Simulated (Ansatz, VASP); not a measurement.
**WC: VASP beside Ansatz**

INCAR

```
SYSTEM = WC
  PREC = Accurate
  ENCUT = 520
  EDIFF = 1E-8
  ISMEAR = -1
  SIGMA = 0.05
  LREAL = .FALSE.
  LASPH = .TRUE.
  NELM = 60
  ALGO = Normal
  ISIF = 2
  LWAVE = .FALSE.
  LCHARG = .FALSE.
  GGA = PS
  LEFG = .TRUE.
  NBANDS = 16
```

KPOINTS

```
Automatic mesh
0
G
  13 13 12
  0 0 0
```

The input POSCAR:

```
WC
1.0
    2.9005014360     -0.0290050144     -0.0290050144
   -1.4753697973      2.5264104345     -0.0106165721
   -0.0282900000     -0.0282900000      2.8290000000
W C
1 1
Direct
    0.0000000000      0.0000000000      0.0000000000
    0.6666666667      0.3333333333      0.5000000000
```

Input for Ansatz:

```yaml
crystal:
  lattice:
    - [2.900501436, -0.0290050144, -0.0290050144]
    - [-1.4753697973, 2.5264104345, -0.0106165721]
    - [-0.02829, -0.02829, 2.829]
  atoms:
    - { symbol: W, position: [0.0, 0.0, 0.0] }
    - { symbol: C, position: [0.6666666667, 0.3333333333, 0.5] }
kpoints:
  mp_grid: { grid: [13, 13, 12] }
scf:
  occupations: { method: fermi_dirac, width: 0.05 }
hamiltonian:
  xc: pbesol
  pseudopotentials: { kind: paw }
output:
  forces: true
  stress: true
  eigenvalues: true
  efg: { contact_densities: true }
```

Change from the starting cell: equal xy, yz and zx shear strains of -2 %, PAW files.

Alike in both runs: task electric field gradients; functional PBEsol; k mesh 13 × 13 × 12; occupations fermi-dirac, width 0.05 eV; no spin polarisation.

```csv
,VASP,Ansatz
version,VASP 6.6.1,Ansatz 0.2.0
potentials or method,"VASP PAW PBE potentials, release 64 (W_sv, C)","PAW with Ansatz's default frozen-core files, scalar-relativistic"
plane-wave cutoff (eV),520,420
valence electrons in the cell,18,18
```

|  | VASP | Ansatz | Ansatz less VASP |
| --- | --- | --- | --- |
| pressure (GPa) | 1.0 | -0.3 | -1.29 |
| traceless stress, the component that is largest in VASP (GPa) | 6.58 | 6.54 | -0.037 |
| rms of the force components (eV/Å) | 0.082 | 0.080 | -0.0024 |
| size of Vzz on the site where it differs most (V/Å²) | 163.8 | 164.5 | +0.69 |

VASP's potentials were made for PBE, not for PBEsol. Atom by atom the forces differ by 0.002 eV/Å (rms over components). The functional is the same, so the differences come from potentials, cutoffs and numerics.

Spin-orbit coupling is off throughout.
